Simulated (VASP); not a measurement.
The system is Al2O3.

```
Al O
1.0
     2.97670    0.00000    0.00000
    -1.48835    2.57790    0.00000
     0.00000    0.00000    7.47226
Al O
2 3
Direct
  0.00000 0.00000 0.72205
  0.00000 0.00000 0.27795
  0.00000 0.00000 0.50000
  0.66667 0.33333 0.80055
  0.33333 0.66667 0.19945
```

This cell differs from its parent crystal: volume scaled by 0.96.

Base run:

| Quantity | Value |
| --- | --- |
| Program | VASP 6.6.1 |
| Functional | PBEsol |
| Potentials or basis | VASP PAW PBE potentials, release 64 (Al, O) |
| Cutoff | 520 eV |
| k mesh | 10 × 10 × 4 |
| Occupations | fermi-dirac, width 0.05 eV |
| Spin | no spin polarisation |

Its results: band gap on the k mesh 2.48 eV, direct; pressure 3.4 GPa; largest force 0.313 eV/Å.

**Question.** The run is repeated on the same cell with these changes: functional from PBEsol to LDA; potentials or basis from VASP PAW PBE potentials, release 64 (Al, O) to VASP PAW LDA potentials, release 64 (Al, O). What comes out?

**Answer.** Band gap on the k mesh 2.48 eV, direct; pressure -0.9 GPa; largest force 0.289 eV/Å.

Caveats: the PAW data sets were made with another functional, which shifts forces and pressure a little (some runs).

A k mesh can miss the band edges.
